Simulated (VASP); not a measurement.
# KMgF3 (Pm-3m) in VASP: further runs

The runs below take KMgF3 through single point, relaxation of cell and atoms, with LDA, PBE+D4.

All numbers are computed with VASP 6.6.1; they aren't measurements. Logs are shortened: lines on timing, memory, paths and dates and some standing lists are left out, and cuts for length are marked.

**1. The cell of the first run**

It takes space group Pm-3m (No. 221, cubic). Conventional cell: a = 3.908 Å, b = 3.908 Å, c = 3.908 Å, α = 90.00°, β = 90.00°, γ = 90.00°. Within 3.6 Å of K (site symmetry m-3m) lie 12 F at 2.76 Å and 8 Mg at 3.38 Å. Mg (site symmetry m-3m) has 6 F at 1.95 Å within 2.6 Å. F (site symmetry 4/mmm) has 2 Mg at 1.95 Å within 2.6 Å.

**2. Single point, LDA**

INCAR

```
  PREC = Accurate
  ENCUT = 520
  EDIFF = 1E-6
  ISMEAR = 0
  SIGMA = 0.01
  LREAL = F
  LASPH = T
  NELM = 100
  ALGO = Normal
  ISIF = 2
  LWAVE = F
  LCHARG = F
  NBANDS = 24
```

KPOINTS

```
Automatic mesh
0
Gamma
  6 6 6
```

POSCAR

```
KMgF3
1.0
    3.9084542833      0.0000000000      0.0000000000
    0.0000000000      3.9084542833      0.0000000000
    0.0000000000      0.0000000000      3.9084542833
K Mg F
1 1 3
Direct
    0.5000000000      0.5000000000      0.5000000000
    0.0000000000      0.0000000000      0.0000000000
    0.5000000000      0.0000000000      0.0000000000
    0.0000000000      0.5000000000      0.0000000000
    0.0000000000      0.0000000000      0.5000000000
```

Potentials or basis: VASP PAW LDA potentials, release 64 (K_sv, Mg, F).

The run is started by

```
> cat potpaw_LDA.64/K_sv/POTCAR potpaw_LDA.64/Mg/POTCAR potpaw_LDA.64/F/POTCAR > POTCAR
> mpirun -np 1 vasp_std > vasp.out
```

OUTCAR:

```text
PREC = Accurate
   ENCUT = 520
   EDIFF = 1E-6
   ISMEAR = 0
   LREAL = F
   LASPH = T
   NELM = 100
   ISIF = 2

 ion  position               nearest neighbor table
   1  0.500  0.500  0.500-   3 2.76   4 2.76   5 2.76   3 2.76   4 2.76   3 2.76   5 2.76   3 2.76
                             4 2.76   5 2.76   4 2.76   5 2.76   2 3.38   2 3.38   2 3.38   2 3.38
   2  0.000  0.000  0.000-   3 1.95   4 1.95   5 1.95   5 1.95   4 1.95   3 1.95   1 3.38   1 3.38
                             1 3.38   1 3.38   1 3.38   1 3.38   1 3.38   1 3.38
   3  0.500  0.000  0.000-   2 1.95   2 1.95   1 2.76   1 2.76   1 2.76   1 2.76
   4  0.000  0.500  0.000-   2 1.95   2 1.95   1 2.76   1 2.76   1 2.76   1 2.76
   5  0.000  0.000  0.500-   2 1.95   2 1.95   1 2.76   1 2.76   1 2.76   1 2.76

  LATTYP: Found a simple cubic cell.
 ALAT       =     3.9084542833

  Lattice vectors:

 A1 = (   3.9084542833,   0.0000000000,   0.0000000000)
 A2 = (   0.0000000000,   3.9084542833,   0.0000000000)
 A3 = (   0.0000000000,   0.0000000000,   3.9084542833)

Analysis of symmetry for initial positions (statically):
=====================================================================
 Subroutine PRICEL returns:
 Original cell was already a primitive cell.

 Routine SETGRP: Setting up the symmetry group for a
 simple cubic supercell.

 Subroutine GETGRP returns: Found 48 space group operations
 (whereof 48 operations were pure point group operations)
 out of a pool of 48 trial point group operations.

The static configuration has the point symmetry O_h .

Analysis of symmetry for dynamics (positions and initial velocities):
=====================================================================
 Subroutine PRICEL returns:
 Original cell was already a primitive cell.

 Routine SETGRP: Setting up the symmetry group for a
 simple cubic supercell.

 Subroutine GETGRP returns: Found 48 space group operations
 (whereof 48 operations were pure point group operations)
 out of a pool of 48 trial point group operations.

The dynamic configuration has the point symmetry O_h .

 Subroutine INISYM returns: Found 48 space group operations
 (whereof 48 operations are pure point group operations),
 and found     1 'primitive' translations

----------------------------------------------------------------------------------------

                                     Primitive cell

  volume of cell :      59.7056

  direct lattice vectors                    reciprocal lattice vectors
     3.908454283  0.000000000  0.000000000     0.255855622  0.000000000  0.000000000
     0.000000000  3.908454283  0.000000000     0.000000000  0.255855622  0.000000000
     0.000000000  0.000000000  3.908454283     0.000000000  0.000000000  0.255855622

  length of vectors
     3.908454283  3.908454283  3.908454283     0.255855622  0.255855622  0.255855622

  position of ions in fractional coordinates (direct lattice)
     0.500000000  0.500000000  0.500000000
     0.000000000  0.000000000  0.000000000
     0.500000000  0.000000000  0.000000000
     0.000000000  0.500000000  0.000000000
     0.000000000  0.000000000  0.500000000

  ion indices of the primitive-cell ions
   primitive index   ion index
                 1           1
                 2           2
                 3           3
                 4           4
                 5           5

----------------------------------------------------------------------------------------

 KPOINTS: Automatic mesh

Automatic generation of k-mesh.
 Grid dimensions read from file:
 generate k-points for:    6    6    6

 Generating k-lattice:

  Cartesian coordinates                     Fractional coordinates (reciprocal lattice)
     0.042642604  0.000000000  0.000000000     0.166666667  0.000000000  0.000000000
     0.000000000  0.042642604  0.000000000     0.000000000  0.166666667  0.000000000
     0.000000000  0.000000000  0.042642604     0.000000000  0.000000000  0.166666667

  Length of vectors
     0.042642604  0.042642604  0.042642604

  Shift w.r.t. Gamma in fractional coordinates (k-lattice)
     0.000000000  0.000000000  0.000000000

 Subroutine IBZKPT returns following result:
 ===========================================

 Found     20 irreducible k-points:

 Following reciprocal coordinates:
            Coordinates               Weight
  0.000000  0.000000  0.000000      1.000000
  0.166667  0.000000  0.000000      6.000000
  0.333333  0.000000  0.000000      6.000000
  0.500000  0.000000  0.000000      3.000000
  0.166667  0.166667  0.000000     12.000000
  0.333333  0.166667  0.000000     24.000000
[... 12 lines left out ...]
  0.500000  0.500000  0.333333      6.000000
  0.500000  0.500000  0.500000      1.000000
   k-points           NKPTS =     20   k-points in BZ     NKDIM =     20   number of bands    NBANDS=     24
   number of dos      NEDOS =    301   number of ions     NIONS =      5
   total plane-waves  NPLWV =  27000
   dimension x,y,z NGX =    30 NGY =   30 NGZ =   30
   dimension x,y,z NGXF=    60 NGYF=   60 NGZF=   60
   ions per type =               1   1   3
   NGX,Y,Z   is equivalent  to a cutoff of  12.76, 12.76, 12.76 a.u.
   NGXF,Y,Z  is equivalent  to a cutoff of  25.52, 25.52, 25.52 a.u.
 SYSTEM =  unknown system
   PREC   = accura    normal or accurate (medium, high low for compatibility)
   ISTART =      0    job   : 0-new  1-cont  2-samecut
   ICHARG =      2    charge: 1-file 2-atom 10-const
   ISPIN  =      1    spin polarized calculation?
   LNONCOLLINEAR =      F non collinear calculations
   LSORBIT =      F    spin-orbit coupling
   LASPH  =      T    aspherical Exc in radial PAW
   ENCUT  =  520.0 eV  38.22 Ry    6.18 a.u.   7.27  7.27  7.27*2*pi/ulx,y,z
   NELM   =    100;   NELMIN=  2; NELMDL= -5     # of ELM steps
   EDIFF  = 0.1E-05   stopping-criterion for ELM
   LREAL  =      F    real-space projection
   EDIFFG = 0.1E-04   stopping-criterion for IOM
   NSW    =      0    number of steps for IOM
   IBRION =     -1    ionic relax: 0-MD 1-quasi-New 2-CG
   NFREE  =      0    steps in history (QN), initial steepest desc. (CG)
   ISIF   =      2    stress and relaxation
   ISYM   =      2    0-nonsym 1-usesym 2-fastsym
   POTIM  = 0.5000    time-step for ionic-motion
   TEBEG  =    0.0;   TEEND  =   0.0 temperature during run
   PSTRESS=    0.0 pullay stress
   NELECT =      32.0000    total number of electrons
   NUPDOWN=      -1.0000    fix difference up-down
   EMIN   =  10.00;   EMAX   =-10.00  energy-range for DOS
   EFERMI =   0.00;   METHOD = LEGACY
   ISMEAR =     0;   SIGMA  =   0.01  broadening in eV -4-tet -1-fermi 0-gaus
   EFERMI_NEDOS =   21; number of points for ismear=-14 and -15
   IALGO  =     38    algorithm
   IMIX   =      4    mixing-type and parameters
     AMIX     =   0.40;   BMIX     =  1.00
     AMIX_MAG =   1.60;   BMIX_MAG =  1.00
  volume/ion in A,a.u.               =      11.94        80.58
  Fermi-wavevector in a.u.,A,eV,Ry     =   1.329800  2.512958 24.060122  1.768369
  Thomas-Fermi vector in A             =   2.458935
   LORBIT       =      0    0 simple, 1 ext, 2 COOP (PROOUT), +10 PAW based schemes
   GGA     = CA    functional components
   LHFCALC =     F    Hartree Fock is set to
   AEXX    =    0.0000 exact exchange contribution
   IVDW    =     0    specifies the selected vdW correction
   LEPSILON=     F    determine dielectric tensor
   LRPA    =     F    only Hartree local field effects (RPA)
 non-spin polarized calculation
 Gauss-broadening in eV      SIGMA  =   0.01
  energy-cutoff  :      520.00
  volume of cell :       59.71
 maximum number of plane-waves:      1640
 NGX is ok and might be reduce to    30
   NGX = 15   NGY = 15   NGZ = 15

 number of electron      31.9999992 magnetization

 Free energy of the ion-electron system (eV)
  ---------------------------------------------------
  ext. energy  EPLUGINS =         0.00000000
  ---------------------------------------------------
  free energy    TOTEN  =       -27.13113637 eV

  energy without entropy =      -27.13113637  energy(sigma->0) =      -27.13113637

 E-fermi :  -1.5285     XC(G=0): -10.7069

 val. band max:       -1.6817724671   @ k =   0.5000   0.5000   0.5000
 cond. band min:       5.7345364451   @ k =   0.0000   0.0000   0.0000
 fundamental gap:      7.4163089122
 Fermi energy:        -1.5284685059

 k-point     1 :       0.0000    0.0000    0.0000
  band No.  band energies     occupation
      1     -26.7500      2.00000
      2     -21.5712      2.00000
      3     -20.7915      2.00000
      4     -20.7915      2.00000
      5     -10.5032      2.00000
      6     -10.5032      2.00000
[... 16 lines left out ...]
     23      12.5981      0.00000
     24      15.5503      0.00000

 k-point     2 :       0.1667    0.0000    0.0000
  band No.  band energies     occupation
      1     -26.7387      2.00000
      2     -21.5391      2.00000
      3     -20.8380      2.00000
      4     -20.7894      2.00000
      5     -10.4911      2.00000
      6     -10.4829      2.00000
[... 16 lines left out ...]
     23      12.6094      0.00000
     24      15.4617      0.00000

 k-point     3 :       0.3333    0.0000    0.0000
  band No.  band energies     occupation
      1     -26.7158      2.00000
      2     -21.4622      2.00000
      3     -20.9427      2.00000
      4     -20.7833      2.00000
      5     -10.4672      2.00000
      6     -10.4414      2.00000
[... 16 lines left out ...]
     23      12.5427      0.00000
     24      14.9983      0.00000
[... 406 lines left out ...]
 k-point    19 :       0.5000    0.5000    0.3333
  band No.  band energies     occupation
      1     -26.6579      2.00000
      2     -21.0290      2.00000
      3     -21.0189      2.00000
      4     -21.0189      2.00000
      5     -10.7166      2.00000
      6     -10.7166      2.00000
[... 16 lines left out ...]
     23      13.2747      0.00000
     24      13.2747      0.00000

 k-point    20 :       0.5000    0.5000    0.5000
  band No.  band energies     occupation
      1     -26.6529      2.00000
      2     -21.0118      2.00000
      3     -21.0118      2.00000
      4     -21.0118      2.00000
      5     -10.7586      2.00000
      6     -10.7586      2.00000
[... 16 lines left out ...]
     23      13.6495      0.00000
     24      13.6495      0.00000

------------------------ aborting loop because EDIFF is reached ----------------------------------------

  FORCE on cell =-STRESS in cart. coord.  units (eV):
  Direction    XX          YY          ZZ          XY          YZ          ZX
  --------------------------------------------------------------------------------------
  -------------------------------------------------------------------------------------
  Total       -0.3185189     -0.3185189     -0.3185189     -0.0000000     -0.0000000      0.0000000
  in kB       -8.5473353     -8.5473353     -8.5473353     -0.0000000     -0.0000000      0.0000000
  external PRESSURE =      -8.5473353 kB  Pullay stress =       0.0000000 kB

 VOLUME and BASIS-vectors are now :
 -----------------------------------------------------------------------------
  energy-cutoff  :      520.00
  volume of cell :       59.71
      direct lattice vectors                 reciprocal lattice vectors
     3.908454283  0.000000000  0.000000000     0.255855622  0.000000000  0.000000000
     0.000000000  3.908454283  0.000000000     0.000000000  0.255855622  0.000000000
     0.000000000  0.000000000  3.908454283     0.000000000  0.000000000  0.255855622

 POSITION                                       TOTAL-FORCE (eV/Angst)
 -----------------------------------------------------------------------------------
      1.95423      1.95423      1.95423         0.000000      0.000000      0.000000
      0.00000      0.00000      0.00000         0.000000      0.000000      0.000000
      1.95423      0.00000      0.00000         0.000000      0.000000      0.000000
      0.00000      1.95423      0.00000         0.000000      0.000000      0.000000
      0.00000      0.00000      1.95423         0.000000      0.000000      0.000000
 -----------------------------------------------------------------------------------
    total drift:                                0.000000     -0.000000      0.000000

  FREE ENERGIE OF THE ION-ELECTRON SYSTEM (eV)
  ---------------------------------------------------
  free  energy   TOTEN  =       -27.1311363693 eV

  energy  without entropy=      -27.1311363693  energy(sigma->0) =      -27.13113637
```

Wall time 12 s (1 thread of AMD EPYC 9R45 (Zen 5), shared host); peak memory 0.13 GiB.

Results:

| Item | Value |
| --- | --- |
| Free energy | -27.1311 eV |
| Pressure | -0.9 GPa |
| Band gap on the k mesh | 7.42 eV, indirect (least direct gap 7.74 eV) |

[end of part 1 of 2]
